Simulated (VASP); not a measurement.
## Pd: relaxation of cell and atoms with PBE

The system is Pd.

```xyz
1
Lattice="1.7702 -1.9131 0.0000 1.7702 1.9131 0.0000 0.0000 0.0000 2.4561" Properties=species:S:1:pos:R:3 pbc="T T T"
Pd    0.0000    0.0000    0.0000
```

The cell was built from a structure type or drawn by symmetry, and may not be a known phase.

```json
{
 "Program": "VASP 6.6.1",
 "Task": "relaxation of cell and atoms",
 "Functional": "PBE",
 "Potentials or basis": "VASP PAW PBE potentials, release 64 (Pd)",
 "Cutoff": "600 eV",
 "k mesh": "6 × 6 × 8",
 "Occupations": "gaussian, width 0.1 eV",
 "Spin": "no spin polarisation",
 "Dipole correction": "no",
 "Further INCAR settings": "ALGO = Fast; EDIFF = 1e-06; IBRION = 2; EDIFFG = -0.04; NSW = 90; ISIF = 3"
}
```

```
Relaxed volume                        : 16.58 Å³/atom
Relaxed cell                          : a = 2.696 Å, b = 2.696 Å, c = 2.630 Å, α = 90.00°, β = 90.00°, γ = 119.88°
Space group after relaxing (to 0.1 Å) : P6/mmm (No. 191)
Pressure after relaxing               : 0.0 GPa
Band gap on the k mesh                : zero (bands 5 and 6 overlap by 2.03 eV)
```

Stress tensor (GPa, compression positive):
```
-0.14  0.00  0.00
 0.00  0.24  0.00
 0.00  0.00 -0.04
```

Final structure:
```xyz
1
Lattice="1.3506 -2.3338 0.0000 1.3506 2.3338 0.0000 0.0000 0.0000 2.6296" Properties=species:S:1:pos:R:3 pbc="T T T"
Pd    1.3506   -2.3338    0.0000
```

Levels at points of the mesh, in eV from the Fermi level:
| k point | band 3 | band 4 | band 5 | band 6 | band 7 | band 8 |
| --- | --- | --- | --- | --- | --- | --- |
| (0.00, 0.00, 0.00) | -2.52 | -2.49 | 0.05 | 0.06 | 15.76 | 17.53 |
| (0.50, 0.00, 0.00) | -1.64 | -0.30 | 0.40 | 1.23 | 6.55 | 14.80 |
| (0.50, 0.50, 0.00) | -1.64 | -0.31 | 0.41 | 1.25 | 6.58 | 14.73 |
| (0.00, 0.00, 0.50) | -2.19 | -1.27 | -1.26 | 0.07 | 4.67 | 20.46 |
| (0.50, 0.00, 0.50) | -1.90 | 0.51 | 0.94 | 6.29 | 6.71 | 13.50 |
| (0.50, 0.50, 0.50) | -1.91 | 0.52 | 0.95 | 6.31 | 6.74 | 13.54 |

Run time: 100 s on 1 thread of Intel Xeon 8259CL (shared host), peak memory 0.16 GiB.

Caveat: the k points lie up to 0.45 Å⁻¹ apart in the final cell, too coarse for converged energies and pressures of a metal.
